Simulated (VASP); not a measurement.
Te2Mo: relaxation of cell and atoms with PBE

The system is Te2Mo.

```
CELL_PARAMETERS angstrom
3.56565 0.00000 0.00000
-1.78283 3.08795 0.00000
0.00000 0.00000 14.64778
ATOMIC_POSITIONS crystal
Te 0.33333 0.66667 0.62782
Te 0.66667 0.33333 0.12782
Te 0.66667 0.33333 0.37218
Te 0.33333 0.66667 0.87218
Mo 0.33333 0.66667 0.25000
Mo 0.66667 0.33333 0.75000
```

```json
{
 "Program": "VASP 6.6.1",
 "Task": "relaxation of cell and atoms",
 "Functional": "PBE",
 "Potentials or basis": "VASP PAW PBE potentials, release 64 (Te, Mo_sv)",
 "Cutoff": "600 eV",
 "k mesh": "9 × 9 × 2",
 "Occupations": "gaussian, width 0.02 eV",
 "Spin": "no spin polarisation",
 "Dipole correction": "no",
 "Further INCAR settings": "ALGO = Normal; EDIFF = 1e-06; IBRION = 2; EDIFFG = -0.005; NSW = 100; ISIF = 3"
}
```

- Relaxed volume: 27.87 Å³/atom
- Relaxed cell: a = 3.555 Å, b = 3.555 Å, c = 15.280 Å, α = 90.00°, β = 90.00°, γ = 120.00°
- Space group after relaxing (to 0.1 Å): P6_3/mmc (No. 194)
- Energy gained by relaxing: 2.2 meV/atom
- Ionic steps: 13
- Pressure after relaxing: 0.0 GPa
- Band gap on the k mesh: 1.03 eV

The path:
```csv
step,energy change (eV),largest force (eV/Å),pressure (GPa),volume (Å³)
1,0.0000,0.2013,0.73,161.28
2,0.0045,0.2860,-1.46,164.14
3,-0.0074,0.0192,-0.26,162.53
4,-0.0094,0.0281,-0.02,161.92
5,-0.0094,0.0304,0.05,161.78
6,-0.0094,0.0303,0.05,161.79
7,-0.0094,0.0293,0.01,161.86
8,-0.0094,0.0299,0.04,161.82
9,-0.0096,0.0294,0.04,161.93
10,-0.0102,0.0279,0.02,162.28
11,-0.0112,0.0249,0.01,162.99
12,-0.0125,0.0183,0.01,164.40
13,-0.0133,0.0013,0.01,167.21
```

Final structure:
```xyz
6
Lattice="3.5548 0.0000 0.0000 -1.7774 3.0785 0.0000 0.0000 0.0000 15.2795" Properties=species:S:1:pos:R:3 pbc="T T T"
Te    0.0000    2.0523    9.6501
Te    1.7774    1.0262    2.0103
Te    1.7774    1.0262    5.6294
Te    0.0000    2.0523   13.2692
Mo    0.0000    2.0523    3.8199
Mo    1.7774    1.0262   11.4596
```

Levels at points of the mesh, in eV from the valence-band top:
| k point | band 24 | band 25 | band 26 | band 27 | band 28 | band 29 |
| --- | --- | --- | --- | --- | --- | --- |
| (0.00, 0.00, 0.00) | -0.91 | -0.77 | -0.13 | 2.98 | 2.98 | 3.02 |
| (0.00, 0.00, 0.50) | -0.91 | -0.28 | -0.28 | 3.00 | 3.00 | 3.00 |

Wall time 18 min on 1 thread of Oxide Virtual Turin-like Processor (shared host), peak memory 0.36 GiB.

Caveat: spin-orbit coupling is left out, which moves the levels of the heavy elements; this functional lacks dispersion, which binds layers or chains, so the pressure and a relaxed spacing across them are unreliable. A k mesh can miss the band edges.
